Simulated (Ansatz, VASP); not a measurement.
# Two plane-wave programs on Zn

```
CELL_PARAMETERS angstrom
-1.57598 1.53007 1.59128
1.57598 -1.53007 1.59128
1.57598 1.53007 -1.59128
ATOMIC_POSITIONS crystal
Zn 0.00000 0.00000 0.00000
```

Change from the starting cell: normal strain along x +0.0300, normal strain along z +0.0400.

Alike in both runs: task single point; functional PBEsol; k mesh 20 × 20 × 20; occupations gaussian, width 0.15 eV; no spin polarisation.

|  | VASP | Ansatz |
| --- | --- | --- |
| version | VASP 6.6.1 | Ansatz 0.2.0 |
| potentials or method | VASP PAW PBE potentials, release 64 (Zn), cutoff 520 eV | scalar-relativistic, plane waves, PAW |
| valence electrons in the cell | 12 | 12 |

|  | VASP | Ansatz | Ansatz less VASP |
| --- | --- | --- | --- |
| gap on the k mesh at the Fermi level (eV) | none | none | - |
| pressure (GPa) | -4.6 | -4.9 | -0.35 |
| traceless stress, the component that is largest in VASP (GPa) | -0.99 | -1.00 | -0.010 |

VASP's potentials were made for PBE, not for PBEsol. A gap of «none» marks a metal or a gap that the smearing closes. With one functional, cell and mesh, what is left measures potentials, basis and numerics.
